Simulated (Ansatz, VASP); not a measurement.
Two plane-wave programs on Si3C2

INCAR

```
PREC     = Accurate       # precision mode
ENCUT    = 520            # plane-wave cutoff, eV
EDIFF    = 1E-7           # SCF threshold, eV
ISMEAR   = 0              # smearing method
SIGMA    = 0.1            # smearing width, eV
LREAL    = F              # projectors in reciprocal space
LASPH    = T              # aspherical terms in the spheres
NELM     = 150            # most SCF steps
ALGO     = Normal         # electronic algorithm
ISIF     = 2              # what is computed and relaxed
LWAVE    = F              # write WAVECAR
LCHARG   = F              # write CHGCAR
ISPIN    = 2              # spin polarisation
MAGMOM   = 0 0 0 0 0 0 1 1 1 1 # initial moments
LORBIT   = 11             # projections on sites
GGA      = PE             # functional
NBANDS   = 35             # bands
```

KPOINTS

```
Automatic mesh
0
Gamma
  6 6 1
```

File POSCAR:

```
Si3C2
1.0
    2.7270963400      0.0000000000      0.0000000000
   -1.3635481700      2.3617347100      0.0000000000
    0.0000000000      0.0000000000     22.1145456800
Si C
6 4
Direct
    0.6666666700      0.3333333300      0.0500000000
    0.6666666700      0.3333333300      0.2500000000
    0.6666666700      0.3333333300      0.4500000000
    0.3333333300      0.6666666700      0.7500000000
    0.3333333300      0.6666666700      0.9500000000
    0.3333333300      0.6666666700      0.5500000000
    0.6666666700      0.3333333300      0.8500000000
    0.6666666700      0.3333333300      0.6500000000
    0.3333333300      0.6666666700      0.1500000000
    0.3333333300      0.6666666700      0.3500000000
```

Input for Ansatz:

```yaml
crystal:
  lattice:
    - [2.72709634, 0.0, 0.0]
    - [-1.36354817, 2.36173471, 0.0]
    - [0.0, 0.0, 22.11454568]
  atoms:
    - { symbol: Si, position: [0.66666667, 0.33333333, 0.05] }
    - { symbol: Si, position: [0.66666667, 0.33333333, 0.25] }
    - { symbol: Si, position: [0.66666667, 0.33333333, 0.45] }
    - { symbol: Si, position: [0.33333333, 0.66666667, 0.75] }
    - { symbol: Si, position: [0.33333333, 0.66666667, 0.95] }
    - { symbol: Si, position: [0.33333333, 0.66666667, 0.55] }
    - { symbol: C, position: [0.66666667, 0.33333333, 0.85], spin: 1.0 }
    - { symbol: C, position: [0.66666667, 0.33333333, 0.65], spin: 1.0 }
    - { symbol: C, position: [0.33333333, 0.66666667, 0.15], spin: 1.0 }
    - { symbol: C, position: [0.33333333, 0.66666667, 0.35], spin: 1.0 }
basis:
  ecutwfc: 420
kpoints:
  mp_grid: { grid: [6, 6, 1] }
hamiltonian:
  xc: pbe
scf:
  occupations: { method: gaussian, width: 0.1 }
  lower_state_search: "off"
output:
  forces: true
  stress: true
  eigenvalues: true
  populations: true
magnetization:
  spin_polarized: true
```

Alike in both runs: task single point; functional PBE; k mesh 6 × 6 × 1; occupations gaussian, width 0.1 eV; collinear spin.

```csv
,VASP,Ansatz
version,VASP 6.6.1,Ansatz 0.2.0
potentials or method,"VASP PAW PBE potentials, release 64 (Si, C), cutoff 520 eV","scalar-relativistic, plane waves, PAW"
valence electrons in the cell,40,40
```

VASP gave:

- gap on the k mesh at the Fermi level (eV): none
- pressure (GPa): -16.5
- traceless stress, the component that is largest in VASP (GPa): -4.82
- rms of the force components (eV/Å): 0.712
- net moment per atom (μB): 0.00

Problem. What did Ansatz give for the same quantities?

Solution. gap on the k mesh at the Fermi level (eV): none; pressure (GPa): -16.5; traceless stress, the component that is largest in VASP (GPa): -4.84; rms of the force components (eV/Å): 0.714; net moment per atom (μB): 0.00.

Atom by atom the forces differ by 0.001 eV/Å (rms over components). A gap of «none» marks a metal or a gap that the smearing closes. Ansatz's warnings: seeded moment not kept.

The k mesh is coarse, so the values compare programs but aren't converged.
